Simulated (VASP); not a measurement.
The system is V.

```
V
1.0
     0.00000    1.89500    1.89500
     1.89500    0.00000    1.89500
     1.89500    1.89500    0.00000
V
1
Cartesian
  0.0000 0.0000 0.0000
```

| Item | Value |
| --- | --- |
| Program | VASP 6.6.1 |
| Task | relaxation of cell and atoms |
| Functional | PBE |
| Potentials or basis | VASP PAW PBE potentials, release 64 (V_sv) |
| Cutoff | 600 eV |
| k mesh | 18 × 18 × 18 |
| Occupations | gaussian, width 0.1 eV |
| Spin | no spin polarisation |

At the start: pressure 4.0 GPa; volume 13.61 Å³/atom.

**Question.** Where does the relaxation end?

**Answer.** Over 3 steps the energy falls by 3.7 meV/atom and the volume is 13.91 Å³/atom (+2.2 %); space group Fm-3m (No. 225, to 0.05 Å).

The path:
```
step  energy change (eV)  largest force (eV/Å)  pressure (GPa)  volume (Å³)
   1              0.0000                0.0000            3.99        13.61
   2              0.0017                0.0000           -4.47        14.29
   3             -0.0037                0.0000           -0.02        13.91
```

Final structure:
```
V
1.0
     0.00000    1.90898    1.90898
     1.90898    0.00000    1.90898
     1.90898    1.90898    0.00000
V
1
Direct
  0.00000 0.00000 0.00000
```
